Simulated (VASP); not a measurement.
Here is a VASP 6.6.1 calculation.

Contents of INCAR:

```
SYSTEM = TaO5
PREC = Accurate ; ENCUT = 520
EDIFF = 1E-6 ; ISMEAR = 0
SIGMA = 0.1 ; LREAL = .FALSE.
LASPH = .TRUE. ; NELM = 150
ALGO = Normal ; ISIF = 2
LWAVE = .FALSE. ; LCHARG = .TRUE.
ISPIN = 2 ; MAGMOM = 1 0 0 0 0 0
LORBIT = 11 ; LMAXMIX = 4
GGA = PE ; LELF = .TRUE.
LVHAR = .TRUE. ; NBANDS = 34
```

File KPOINTS:

```
regular mesh
0
G
  6 6 2
  0 0 0
```

The input POSCAR:

```
TaO5
1.0
    2.7169639300      0.0000000000      0.0000000000
   -1.3584819700      2.3529597900      0.0000000000
    0.0000000000      0.0000000000     12.9463197100
Ta O
1 5
Direct
    0.6666666700      0.3333333300      0.0000000000
    0.0000000000      0.0000000000      0.8363369700
    0.6666666700      0.3333333300      0.6678038200
    0.0000000000      0.0000000000      0.5000000000
    0.6666666700      0.3333333300      0.3321961800
    0.0000000000      0.0000000000      0.1636630300
```

Potentials or basis: VASP PAW PBE potentials, release 64 (Ta_pv, O).

Run with:

```sh
$ cat potpaw_PBE.64/Ta_pv/POTCAR potpaw_PBE.64/O/POTCAR > POTCAR
$ mpirun -np 1 vasp_std > vasp.out
```

Problem. What does it give for the largest force?

Solution. 4.391 eV/Å.

Problem. What does it give for the net moment?

Solution. 0.00 μB per cell.

Problem. What does it give for the pressure?

Solution. -18.2 GPa.

Forces in eV/Å, atoms in the order of the input:
```
Ta   0.000  0.000  0.000
O    0.000  0.000  4.391
O    0.000  0.000 -0.869
O    0.000  0.000  0.000
O    0.000  0.000  0.869
O    0.000  0.000 -4.391
```

Caveat: the k points lie up to 0.45 Å⁻¹ apart; forces of over 1 eV/Å act on the atoms, so gaps and moduli don't describe the material at rest.
